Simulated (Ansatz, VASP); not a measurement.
## One calculation of YMg2O2, two programs

INCAR

```
ALGO = Normal
EDIFF = 1E-7
ENCUT = 520
GGA = PE
ISIF = 2
ISMEAR = 0
LASPH = True
LCHARG = False
LREAL = False
LWAVE = False
NBANDS = 38
NELM = 60
PREC = Accurate
SIGMA = 0.2
```

The input KPOINTS:

```
k-points
0
Gamma
  6 6 2
```

The input POSCAR:

```
YMg2O2
1.0
    3.1786554511      0.0000000000      0.0000000000
   -1.5893277256      2.7527963706      0.0000000000
    0.0000000000      0.0000000000     16.2056797523
Y Mg O
2 4 4
Direct
    0.0000000000      0.0000000000      0.0000000000
    0.0000000000      0.0000000000      0.5000000000
    0.3333333333      0.6666666667      0.3286749664
    0.3333333333      0.6666666667      0.8286749664
    0.6666666667      0.3333333333      0.1713250336
    0.6666666667      0.3333333333      0.6713250336
    0.6666666667      0.3333333333      0.4027577631
    0.6666666667      0.3333333333      0.9027577631
    0.3333333333      0.6666666667      0.0972422369
    0.3333333333      0.6666666667      0.5972422369
```

Input for Ansatz:

```yaml
crystal:
  lattice:
    - [3.1786554511, 0.0, 0.0]
    - [-1.5893277256, 2.7527963706, 0.0]
    - [0.0, 0.0, 16.2056797523]
  atoms:
    - { symbol: "Y", position: [0.0, 0.0, 0.0] }
    - { symbol: "Y", position: [0.0, 0.0, 0.5] }
    - { symbol: Mg, position: [0.3333333333, 0.6666666667, 0.3286749664] }
    - { symbol: Mg, position: [0.3333333333, 0.6666666667, 0.8286749664] }
    - { symbol: Mg, position: [0.6666666667, 0.3333333333, 0.1713250336] }
    - { symbol: Mg, position: [0.6666666667, 0.3333333333, 0.6713250336] }
    - { symbol: O, position: [0.6666666667, 0.3333333333, 0.4027577631] }
    - { symbol: O, position: [0.6666666667, 0.3333333333, 0.9027577631] }
    - { symbol: O, position: [0.3333333333, 0.6666666667, 0.0972422369] }
    - { symbol: O, position: [0.3333333333, 0.6666666667, 0.5972422369] }
basis:
  ecutwfc: 420
kpoints:
  mp_grid: { grid: [6, 6, 2] }
hamiltonian:
  xc: pbe
scf:
  occupations: { method: gaussian, width: 0.2 }
  lower_state_search: "off"
output:
  forces: true
  stress: true
  eigenvalues: true
```

Alike in both runs: task single point; functional PBE; k mesh 6 × 6 × 2; occupations gaussian, width 0.2 eV; no spin polarisation.

```csv
,VASP,Ansatz
version,VASP 6.6.1,Ansatz 0.2.0
potentials or method,"VASP PAW PBE potentials, release 64 (Y_sv, Mg, O), cutoff 520 eV","scalar-relativistic, plane waves, PAW"
valence electrons in the cell,54,86
```

```csv
,VASP,Ansatz,Ansatz less VASP
gap on the k mesh at the Fermi level (eV),none,none,-
pressure (GPa),-0.1,0.2,+0.28
"traceless stress, the component that is largest in VASP (GPa)",0.09,0.07,-0.021
rms of the force components (eV/Å),0.038,0.028,-0.0094
```

Atom by atom the forces differ by 0.010 eV/Å (rms over components). A gap of «none» marks a metal or a gap that the smearing closes. VASP's potentials hold 54 valence electrons a cell and Ansatz's 86, so a difference there can come from the potentials and not from the codes.

The k mesh is coarse, so the values compare programs but aren't converged.
